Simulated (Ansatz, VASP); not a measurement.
**W in VASP and in Ansatz**

```
W
1.0
     2.62685    0.00000    0.00000
     0.00000    2.62685    0.00000
     0.00000    0.00000    2.62685
W
1
Direct
  0.00000 0.00000 0.00000
```

Alike in both runs: task single point; functional LDA; k mesh 14 × 14 × 14; occupations fermi-dirac, width 0.1 eV; no spin polarisation.

|  | VASP | Ansatz |
| --- | --- | --- |
| version | VASP 6.6.1 | Ansatz 0.2.0 |
| potentials or method | VASP PAW LDA potentials, release 64 (W_sv), cutoff 520 eV | plane waves (420 eV) with PAW, scalar-relativistic |
| valence electrons in the cell | 14 | 14 |

|  | VASP | Ansatz | Ansatz less VASP |
| --- | --- | --- | --- |
| pressure (GPa) | -7.5 | -8.8 | -1.34 |

Ansatz warns that its potentials were made for another functional, while VASP's fit it. LDA's correlation is that of Perdew and Zunger in VASP and of Perdew and Wang (1992) in Ansatz.

Spin-orbit coupling is off throughout.
